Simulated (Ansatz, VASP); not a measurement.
**BN in VASP and in Ansatz**

Contents of INCAR:

```
PREC = Accurate
ENCUT = 520
EDIFF = 1E-6
ISMEAR = 0
SIGMA = 0.05
LREAL = False
LASPH = True
NELM = 80
ALGO = Normal
ISIF = 2
LWAVE = False
LCHARG = True
GGA = PE
LELF = True
LVHAR = True
NBANDS = 16
```

The input KPOINTS:

```
Automatic mesh
0
Gamma
  12 12 4
```

The input POSCAR:

```
BN
1.0
    2.4637201707     -0.0657119027      0.1138685033
   -1.2887682625      2.2243948303      0.0079736695
    0.3029166882      0.1993823251      6.5134826608
B N
2 2
Direct
    0.3528513304      0.6805349922      0.2555026090
    0.6454464857      0.3293425136      0.7467827214
    0.3349869978      0.6698666984      0.7535962121
    0.6667151861      0.3202557958      0.2441184575
```

Input for Ansatz:

```yaml
crystal:
  lattice:
    - [2.4637201707, -0.0657119027, 0.1138685033]
    - [-1.2887682625, 2.2243948303, 0.0079736695]
    - [0.3029166882, 0.1993823251, 6.5134826608]
  atoms:
    - { symbol: B, position: [0.3528513304, 0.6805349922, 0.255502609] }
    - { symbol: B, position: [0.6454464857, 0.3293425136, 0.7467827214] }
    - { symbol: "N", position: [0.3349869978, 0.6698666984, 0.7535962121] }
    - { symbol: "N", position: [0.6667151861, 0.3202557958, 0.2441184575] }
basis:
  ecutwfc: 420
kpoints:
  mp_grid: { grid: [12, 12, 4] }
hamiltonian:
  xc: pbe
scf:
  occupations: { method: gaussian, width: 0.05 }
output:
  forces: true
  stress: true
  eigenvalues: true
```

Change from the starting cell: all atoms moved at random (sigma 0.03 Å a component), cell strained at random (sigma 0.05).

Alike in both runs: task single point; functional PBE; k mesh 12 × 12 × 4; occupations gaussian, width 0.05 eV; no spin polarisation.

|  | VASP | Ansatz |
| --- | --- | --- |
| version | VASP 6.6.1 | Ansatz 0.2.0 |
| potentials or method | VASP PAW PBE potentials, release 64 (B, N), cutoff 520 eV | scalar-relativistic, plane waves, PAW |
| valence electrons in the cell | 16 | 16 |

|  | VASP | Ansatz | Ansatz less VASP |
| --- | --- | --- | --- |
| gap on the k mesh at the Fermi level (eV) | 3.82 | 3.82 | +0.007 |
| least direct gap on the mesh (eV) | 4.13 | 4.14 | +0.003 |
| pressure (GPa) | 5.6 | 5.5 | -0.07 |
| traceless stress, the component that is largest in VASP (GPa) | 14.51 | 14.45 | -0.059 |
| rms of the force components (eV/Å) | 1.243 | 1.247 | +0.0033 |

Atom by atom the forces differ by 0.005 eV/Å (rms over components). The functional is the same, so the differences come from potentials, cutoffs and numerics.
